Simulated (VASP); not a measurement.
**Bi: single point with r2SCAN**

The system is Bi.

```xyz
1
Lattice="-1.8958 1.8958 1.8958 1.8958 -1.8958 1.8958 1.8958 1.8958 -1.8958" Properties=species:S:1:pos:R:3 pbc="T T T"
Bi    0.0000    0.0000    0.0000
```

```yaml
Program: VASP 6.6.1
Task: single point
Functional: r2SCAN
Potentials_or_basis: VASP PAW PBE potentials, release 64 (Bi_d)
Cutoff: 520 eV
k_mesh: 16 × 16 × 16
Occupations: fermi-dirac, width 0.1 eV
Spin: no spin polarisation
Dipole_correction: no
Further_INCAR_settings: ALGO = Normal; EDIFF = 1e-06; NBANDS = 14
```

The pressure is 10.1 GPa.

Levels at points of the mesh, in eV from the Fermi level:
```tsv
k point	band 4	band 5	band 6	band 7	band 8	band 9	band 10	band 11	band 12	band 13
(0.00, 0.00, 0.00)	-23.68	-23.68	-15.17	6.43	6.43	6.43	11.26	11.26	11.26	12.06
(0.50, 0.00, 0.00)	-23.69	-23.54	-11.07	-6.17	1.85	4.11	7.10	8.37	14.12	15.07
(0.50, 0.50, 0.50)	-23.57	-23.57	-8.06	-2.31	-2.31	-2.31	3.86	3.86	16.60	20.04
```

Run time: 44 s on 1 thread of Intel(R) Xeon(R) 6975P-C (Granite Rapids), on a shared host, peak memory 0.17 GiB.

Caveat: the PAW data sets were made with another functional, which shifts forces and pressure a little; spin-orbit coupling is left out, which moves the levels of the heavy elements.
